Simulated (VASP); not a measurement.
A run of VASP 6.6.1 is set up as follows.

Contents of INCAR:

```
PREC = Accurate ; ENCUT = 400
EDIFF = 1E-8 ; ISMEAR = -1
SIGMA = 0.03 ; LREAL = F
LASPH = T ; NELM = 120
ALGO = Normal ; ISIF = 2
LWAVE = F ; LCHARG = F
GGA = PE ; LEFG = T
NBANDS = 20 ; GGA_COMPAT = F
```

Contents of KPOINTS:

```
Automatic mesh
0
Gamma
  9 9 9
```

The input POSCAR:

```
PbS2
1.0
    0.0000000000      3.3944087454      3.3944087454
    3.3944087454      0.0000000000      3.3944087454
    3.3944087454      3.3944087454      0.0000000000
Pb S
1 2
Direct
    0.0000000000      0.0000000000      0.0000000000
    0.2500000000      0.2500000000      0.2500000000
    0.7500000000      0.7500000000      0.7500000000
```

Potentials or basis: VASP PAW PBE potentials, release 64 (Pb_d, S).

Launch:

```console
$ cat potpaw_PBE.64/Pb_d/POTCAR potpaw_PBE.64/S/POTCAR > POTCAR
$ mpirun -np 1 vasp_std > vasp.out
```

(1) Estimate the pressure.

## Answers

(1) 0.0 GPa.
